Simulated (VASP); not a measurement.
Wanted: the native input for a VASP 6.6.1 run.

```
Task                   : single point
Functional             : PBE
Potentials or basis    : VASP PAW PBE potentials, release 64 (C)
Cutoff                 : 520 eV
k mesh                 : 21 × 21 × 6
Occupations            : gaussian, width 0.15 eV
Spin                   : no spin polarisation
Dipole correction      : no
Further INCAR settings : ALGO = Normal; EDIFF = 1e-06; NBANDS = 16
```

The structure of C lies in POSCAR:

```
C
1.0
    1.2780117884     -2.0983270930      0.0000000000
    1.2780117884      2.0983270930      0.0000000000
    0.0000000000      0.0000000000      8.5532758919
C
4
Direct
    0.0833329406      0.9166670594      0.7503043452
    0.5833329406      0.4166670594      0.2496956548
    0.9166670594      0.0833329406      0.2496956548
    0.4166670594      0.5833329406      0.7503043452
```

The input as run:

INCAR

```
PREC = Accurate
ENCUT = 520
EDIFF = 1E-6
ISMEAR = 0
SIGMA = 0.15
LREAL = F
LASPH = T
NELM = 60
ALGO = Normal
ISIF = 2
LWAVE = F
LCHARG = F
GGA = PE
NBANDS = 16
```

KPOINTS

```
Automatic mesh
0
Gamma
  21 21 6
```

Potentials or basis: VASP PAW PBE potentials, release 64 (C).

Run with:

```bash
$ cat potpaw_PBE.64/C/POTCAR > POTCAR
$ mpirun -np 1 vasp_std > vasp.out
```

Results of the run:

* Pressure: -4.7 GPa
* Largest force: 0.567 eV/Å
* Band gap on the k mesh: 0.51 eV

Caveat: this functional lacks dispersion, which binds the layers, so the pressure and a relaxed spacing across them are unreliable.

Run time: 2.6 min on 1 thread of AMD EPYC 9R45 96-Core Processor (Zen 5) (shared host), peak memory 0.32 GiB.
